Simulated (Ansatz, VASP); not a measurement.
## Si3As2: VASP beside Ansatz

```
Si As
1.0
     4.49498    0.00000    0.00000
    -2.24749    3.89277    0.00000
     0.00000    0.00000    5.27446
Si As
3 2
Direct
  0.00000 0.00000 0.00000
  0.33333 0.66667 0.77255
  0.66667 0.33333 0.22745
  0.33333 0.66667 0.25378
  0.66667 0.33333 0.74622
```

Alike in both runs: functional r2SCAN; k mesh 12 × 12 × 8; occupations gaussian, width 0.1 eV; no spin polarisation.

Ansatz relaxed the structure, and its values are those at the end. VASP's run is a single point on that final structure, the one shown.

|  | VASP | Ansatz |
| --- | --- | --- |
| version | VASP 6.6.1 | Ansatz 0.2.0 |
| potentials or method | VASP PAW PBE potentials, release 64 (Si, As), cutoff 520 eV | scalar-relativistic, plane waves, PAW |
| valence electrons in the cell | 22 | 42 |

|  | VASP | Ansatz | Ansatz less VASP |
| --- | --- | --- | --- |
| gap on the k mesh at the Fermi level (eV) | none | none | - |
| pressure (GPa) | 0.0 | 0.0 | -0.06 |

VASP's potentials were made for PBE, not for r2SCAN. A gap of «none» marks a metal or a gap that the smearing closes. The functional is the same, so the differences come from potentials, cutoffs and numerics. VASP's potentials hold 22 valence electrons a cell and Ansatz's 42, so a difference there can come from the potentials and not from the codes.
